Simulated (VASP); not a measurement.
# ScIr3C (Pm-3m) in VASP: single point with PBE

Aim: the single point of ScIr3C with PBE.

Program: VASP 6.6.1. These are calculated values, not measurements. Logs are shortened: lines on timing, memory, paths and dates and some standing lists are left out, and cuts for length are marked.

## (1) The cell of the first run

It takes space group Pm-3m (No. 221, cubic). Conventional cell: a = 4.685 Å, b = 4.685 Å, c = 4.685 Å, α = 90.00°, β = 90.00°, γ = 90.00°. Sc (site symmetry m-3m) has 6 Ir at 2.34 Å within 3.1 Å. Within 3.1 Å of Ir (site symmetry 4/mmm) lie 2 Sc at 2.34 Å. C (site symmetry m-3m) has 12 Ir at 3.31 Å and 8 Sc at 4.06 Å within 4.4 Å.

## (2) Single point, PBE

Contents of INCAR:

```
ALGO = Normal ; EDIFF = 1E-6
ENCUT = 520 ; GGA = PE
ISIF = 2 ; ISMEAR = -1
LASPH = True ; LCHARG = False
LREAL = False ; LWAVE = False
NBANDS = 29 ; NELM = 100
PREC = Accurate ; SIGMA = 0.1
```

Contents of KPOINTS:

```
k-points
0
Gamma
  5 5 5
```

Contents of POSCAR:

```
ScIr3C
1.0
    4.6851360000      0.0000000000      0.0000000000
    0.0000000000      4.6851360000      0.0000000000
    0.0000000000      0.0000000000      4.6851360000
Sc Ir C
1 3 1
Direct
    0.0000000000      0.0000000000      0.0000000000
    0.5000000000      0.0000000000      0.0000000000
    0.0000000000      0.5000000000      0.0000000000
    0.0000000000      0.0000000000      0.5000000000
    0.5000000000      0.5000000000      0.5000000000
```

Potentials or basis: VASP PAW PBE potentials, release 64 (Sc_sv, Ir, C).

On the command line:

```bash
$ cat potpaw_PBE.64/Sc_sv/POTCAR potpaw_PBE.64/Ir/POTCAR potpaw_PBE.64/C/POTCAR > POTCAR
$ mpirun -np 1 vasp_std > vasp.out
```

OUTCAR:

```text
EDIFF = 1E-6
   ENCUT = 520
   GGA = PE
   ISIF = 2
   ISMEAR = -1
   LASPH = True
   LREAL = False
   NELM = 100
   PREC = Accurate

 ion  position               nearest neighbor table
   1  0.000  0.000  0.000-   2 2.34   3 2.34   4 2.34   4 2.34   3 2.34   2 2.34
   2  0.500  0.000  0.000-   1 2.34   1 2.34   4 3.31   4 3.31   3 3.31   3 3.31   3 3.31   4 3.31
                             4 3.31   3 3.31
   3  0.000  0.500  0.000-   1 2.34   1 2.34   4 3.31   4 3.31   2 3.31   2 3.31   4 3.31   4 3.31
                             2 3.31   2 3.31
   4  0.000  0.000  0.500-   1 2.34   1 2.34   3 3.31   2 3.31   2 3.31   3 3.31   3 3.31   3 3.31
                             2 3.31   2 3.31
   5  0.500  0.500  0.500-

  LATTYP: Found a simple cubic cell.
 ALAT       =     4.6851360000

  Lattice vectors:

 A1 = (   4.6851360000,   0.0000000000,   0.0000000000)
 A2 = (   0.0000000000,   4.6851360000,   0.0000000000)
 A3 = (   0.0000000000,   0.0000000000,   4.6851360000)

Analysis of symmetry for initial positions (statically):
=====================================================================
 Subroutine PRICEL returns:
 Original cell was already a primitive cell.

 Routine SETGRP: Setting up the symmetry group for a
 simple cubic supercell.

 Subroutine GETGRP returns: Found 48 space group operations
 (whereof 48 operations were pure point group operations)
 out of a pool of 48 trial point group operations.

The static configuration has the point symmetry O_h .

Analysis of symmetry for dynamics (positions and initial velocities):
=====================================================================
 Subroutine PRICEL returns:
 Original cell was already a primitive cell.

 Routine SETGRP: Setting up the symmetry group for a
 simple cubic supercell.

 Subroutine GETGRP returns: Found 48 space group operations
 (whereof 48 operations were pure point group operations)
 out of a pool of 48 trial point group operations.

The dynamic configuration has the point symmetry O_h .

 Subroutine INISYM returns: Found 48 space group operations
 (whereof 48 operations are pure point group operations),
 and found     1 'primitive' translations

----------------------------------------------------------------------------------------

                                     Primitive cell

  volume of cell :     102.8411

  direct lattice vectors                    reciprocal lattice vectors
     4.685136000  0.000000000  0.000000000     0.213440976  0.000000000  0.000000000
     0.000000000  4.685136000  0.000000000     0.000000000  0.213440976  0.000000000
     0.000000000  0.000000000  4.685136000     0.000000000  0.000000000  0.213440976

  length of vectors
     4.685136000  4.685136000  4.685136000     0.213440976  0.213440976  0.213440976

  position of ions in fractional coordinates (direct lattice)
     0.000000000  0.000000000  0.000000000
     0.500000000  0.000000000  0.000000000
     0.000000000  0.500000000  0.000000000
     0.000000000  0.000000000  0.500000000
     0.500000000  0.500000000  0.500000000

  ion indices of the primitive-cell ions
   primitive index   ion index
                 1           1
                 2           2
                 3           3
                 4           4
                 5           5

----------------------------------------------------------------------------------------

 KPOINTS: k-points

Automatic generation of k-mesh.
 Grid dimensions read from file:
 generate k-points for:    5    5    5

 Generating k-lattice:

  Cartesian coordinates                     Fractional coordinates (reciprocal lattice)
     0.042688195  0.000000000  0.000000000     0.200000000  0.000000000  0.000000000
     0.000000000  0.042688195  0.000000000     0.000000000  0.200000000  0.000000000
     0.000000000  0.000000000  0.042688195     0.000000000  0.000000000  0.200000000

  Length of vectors
     0.042688195  0.042688195  0.042688195

  Shift w.r.t. Gamma in fractional coordinates (k-lattice)
     0.000000000  0.000000000  0.000000000

 Subroutine IBZKPT returns following result:
 ===========================================

 Found     10 irreducible k-points:

 Following reciprocal coordinates:
            Coordinates               Weight
  0.000000  0.000000  0.000000      1.000000
  0.200000  0.000000  0.000000      6.000000
  0.400000  0.000000  0.000000      6.000000
  0.200000  0.200000  0.000000     12.000000
  0.400000  0.200000  0.000000     24.000000
  0.400000  0.400000  0.000000     12.000000
  0.200000  0.200000  0.200000      8.000000
  0.400000  0.200000  0.200000     24.000000
  0.400000  0.400000  0.200000     24.000000
  0.400000  0.400000  0.400000      8.000000
   k-points           NKPTS =     10   k-points in BZ     NKDIM =     10   number of bands    NBANDS=     29
   number of dos      NEDOS =    301   number of ions     NIONS =      5
   total plane-waves  NPLWV =  46656
   dimension x,y,z NGX =    36 NGY =   36 NGZ =   36
   dimension x,y,z NGXF=    72 NGYF=   72 NGZF=   72
   ions per type =               1   3   1
   NGX,Y,Z   is equivalent  to a cutoff of  12.77, 12.77, 12.77 a.u.
   NGXF,Y,Z  is equivalent  to a cutoff of  25.55, 25.55, 25.55 a.u.
 SYSTEM =  unknown system
   PREC   = accura    normal or accurate (medium, high low for compatibility)
   ISTART =      0    job   : 0-new  1-cont  2-samecut
   ICHARG =      2    charge: 1-file 2-atom 10-const
   ISPIN  =      1    spin polarized calculation?
   LNONCOLLINEAR =      F non collinear calculations
   LSORBIT =      F    spin-orbit coupling
   LASPH  =      T    aspherical Exc in radial PAW
   ENCUT  =  520.0 eV  38.22 Ry    6.18 a.u.   8.71  8.71  8.71*2*pi/ulx,y,z
   NELM   =    100;   NELMIN=  2; NELMDL= -5     # of ELM steps
   EDIFF  = 0.1E-05   stopping-criterion for ELM
   LREAL  =      F    real-space projection
   EDIFFG = 0.1E-04   stopping-criterion for IOM
   NSW    =      0    number of steps for IOM
   IBRION =     -1    ionic relax: 0-MD 1-quasi-New 2-CG
   NFREE  =      0    steps in history (QN), initial steepest desc. (CG)
   ISIF   =      2    stress and relaxation
   ISYM   =      2    0-nonsym 1-usesym 2-fastsym
   POTIM  = 0.5000    time-step for ionic-motion
   TEBEG  =    0.0;   TEEND  =   0.0 temperature during run
   PSTRESS=    0.0 pullay stress
   NELECT =      42.0000    total number of electrons
   NUPDOWN=      -1.0000    fix difference up-down
   EMIN   =  10.00;   EMAX   =-10.00  energy-range for DOS
   EFERMI =   0.00;   METHOD = LEGACY
   ISMEAR =    -1;   SIGMA  =   0.10  broadening in eV -4-tet -1-fermi 0-gaus
   EFERMI_NEDOS =   21; number of points for ismear=-14 and -15
   IALGO  =     38    algorithm
   IMIX   =      4    mixing-type and parameters
     AMIX     =   0.40;   BMIX     =  1.00
     AMIX_MAG =   1.60;   BMIX_MAG =  1.00
  volume/ion in A,a.u.               =      20.57       138.80
  Fermi-wavevector in a.u.,A,eV,Ry     =   1.214607  2.295274 20.072264  1.475270
  Thomas-Fermi vector in A             =   2.350021
   LORBIT       =      0    0 simple, 1 ext, 2 COOP (PROOUT), +10 PAW based schemes
   GGA     = PE    functional components
   LHFCALC =     F    Hartree Fock is set to
   AEXX    =    0.0000 exact exchange contribution
   IVDW    =     0    specifies the selected vdW correction
   LEPSILON=     F    determine dielectric tensor
   LRPA    =     F    only Hartree local field effects (RPA)
 non-spin polarized calculation
  energy-cutoff  :      520.00
  volume of cell :      102.84
 maximum number of plane-waves:      2789
 NGX is ok and might be reduce to    36
   NGX = 17   NGY = 17   NGZ = 17

 number of electron      41.9999986 magnetization

 Free energy of the ion-electron system (eV)
  ---------------------------------------------------
  ext. energy  EPLUGINS =         0.00000000
  ---------------------------------------------------
  free energy    TOTEN  =       -27.36238786 eV

  energy without entropy =      -27.12727788  energy(sigma->0) =      -27.24483287

 E-fermi :   3.1656     XC(G=0): -10.6504

 val. band max:        3.0715673955   @ k =   0.2000   0.2000   0.0000
 cond. band min:       3.2011499733   @ k =   0.4000   0.2000   0.2000
 fundamental gap:      0.1295825777
 Fermi energy:         3.1655761210

 k-point     1 :       0.0000    0.0000    0.0000
  band No.  band energies     occupation
      1     -44.1766      2.00000
      2     -23.0012      2.00000
      3     -23.0012      2.00000
      4     -23.0012      2.00000
      5      -5.8769      2.00000
      6      -1.4497      2.00000
[... 21 lines left out ...]
     28       7.4907      0.00000
     29       7.4907      0.00000

 k-point     2 :       0.2000    0.0000    0.0000
  band No.  band energies     occupation
      1     -44.1696      2.00000
      2     -23.0684      2.00000
      3     -23.0036      2.00000
      4     -23.0036      2.00000
      5      -5.7861      2.00000
      6      -1.3805      2.00000
[... 21 lines left out ...]
     28       7.5901      0.00000
     29       7.6843      0.00000

 k-point     3 :       0.4000    0.0000    0.0000
  band No.  band energies     occupation
      1     -44.1584      2.00000
      2     -23.1754      2.00000
      3     -23.0073      2.00000
      4     -23.0073      2.00000
      5      -5.6278      2.00000
      6      -1.4806      2.00000
[... 21 lines left out ...]
     28       7.9141      0.00000
     29       7.9141      0.00000

 k-point     4 :       0.2000    0.2000    0.0000
  band No.  band energies     occupation
      1     -44.1627      2.00000
      2     -23.0708      2.00000
      3     -23.0707      2.00000
      4     -23.0059      2.00000
      5      -5.7125      2.00000
      6      -1.2485      2.00000
[... 21 lines left out ...]
     28       7.6881      0.00000
     29       8.2489      0.00000

 k-point     5 :       0.4000    0.2000    0.0000
  band No.  band energies     occupation
      1     -44.1514      2.00000
      2     -23.1777      2.00000
      3     -23.0745      2.00000
      4     -23.0096      2.00000
      5      -5.5868      2.00000
      6      -1.1820      2.00000
[... 21 lines left out ...]
     28       7.5014      0.00000
     29       7.9454      0.00000

 k-point     6 :       0.4000    0.4000    0.0000
  band No.  band energies     occupation
      1     -44.1402      2.00000
      2     -23.1816      2.00000
      3     -23.1815      2.00000
      4     -23.0133      2.00000
      5      -5.5183      2.00000
      6      -0.6784      2.00000
[... 21 lines left out ...]
     28       6.9112      0.00000
     29       7.1642      0.00000

 k-point     7 :       0.2000    0.2000    0.2000
  band No.  band energies     occupation
      1     -44.1558      2.00000
      2     -23.0732      2.00000
      3     -23.0730      2.00000
      4     -23.0730      2.00000
      5      -5.6547      2.00000
      6      -1.1191      2.00000
[... 21 lines left out ...]
     28       7.6750      0.00000
     29       7.6750      0.00000

 k-point     8 :       0.4000    0.2000    0.2000
  band No.  band energies     occupation
      1     -44.1445      2.00000
      2     -23.1801      2.00000
      3     -23.0769      2.00000
      4     -23.0768      2.00000
      5      -5.5578      2.00000
      6      -0.9287      2.00000
[... 21 lines left out ...]
     28       7.1583      0.00000
     29       7.1726      0.00000

 k-point     9 :       0.4000    0.4000    0.2000
  band No.  band energies     occupation
      1     -44.1333      2.00000
      2     -23.1839      2.00000
      3     -23.1839      2.00000
      4     -23.0806      2.00000
      5      -5.5102      2.00000
      6      -0.4856      2.00000
[... 21 lines left out ...]
     28       6.5936      0.00000
     29       6.6816      0.00000

 k-point    10 :       0.4000    0.4000    0.4000
  band No.  band energies     occupation
      1     -44.1220      2.00000
      2     -23.1877      2.00000
      3     -23.1877      2.00000
      4     -23.1877      2.00000
      5      -5.4973      2.00000
      6      -0.2274      2.00000
[... 21 lines left out ...]
     28       5.8161      0.00000
     29       5.8161      0.00000

------------------------ aborting loop because EDIFF is reached ----------------------------------------

  FORCE on cell =-STRESS in cart. coord.  units (eV):
  Direction    XX          YY          ZZ          XY          YZ          ZX
  --------------------------------------------------------------------------------------
  -------------------------------------------------------------------------------------
  Total       -0.1019781     -0.1019781     -0.1019781     -0.0000000      0.0000000      0.0000000
  in kB       -1.5887321     -1.5887321     -1.5887321     -0.0000000      0.0000000      0.0000000
  external PRESSURE =      -1.5887321 kB  Pullay stress =       0.0000000 kB

 VOLUME and BASIS-vectors are now :
 -----------------------------------------------------------------------------
  energy-cutoff  :      520.00
  volume of cell :      102.84
      direct lattice vectors                 reciprocal lattice vectors
     4.685136000  0.000000000  0.000000000     0.213440976  0.000000000  0.000000000
     0.000000000  4.685136000  0.000000000     0.000000000  0.213440976  0.000000000
     0.000000000  0.000000000  4.685136000     0.000000000  0.000000000  0.213440976

 POSITION                                       TOTAL-FORCE (eV/Angst)
 -----------------------------------------------------------------------------------
      0.00000      0.00000      0.00000         0.000000      0.000000      0.000000
      2.34257      0.00000      0.00000         0.000000      0.000000      0.000000
      0.00000      2.34257      0.00000         0.000000      0.000000      0.000000
      0.00000      0.00000      2.34257         0.000000      0.000000      0.000000
      2.34257      2.34257      2.34257         0.000000      0.000000      0.000000
 -----------------------------------------------------------------------------------
    total drift:                                0.000000      0.000000     -0.000000

  FREE ENERGIE OF THE ION-ELECTRON SYSTEM (eV)
  ---------------------------------------------------
  free  energy   TOTEN  =       -27.3623878638 eV

  energy  without entropy=      -27.1272778779  energy(sigma->0) =      -27.24483287
```

Run time: 81 s. Hardware: 1 thread of AMD EPYC 7R13, shared host; peak memory 0.18 GiB.

Results:

```yaml
Free_energy: -27.3624 eV
Pressure: -0.2 GPa
Band_gap_on_the_k_mesh: zero (band 21 reaches 3.44 eV, above the bottom of band 22 at 3.02 eV)
```

Caveat: spin-orbit coupling is left out, which moves the levels of the heavy elements.
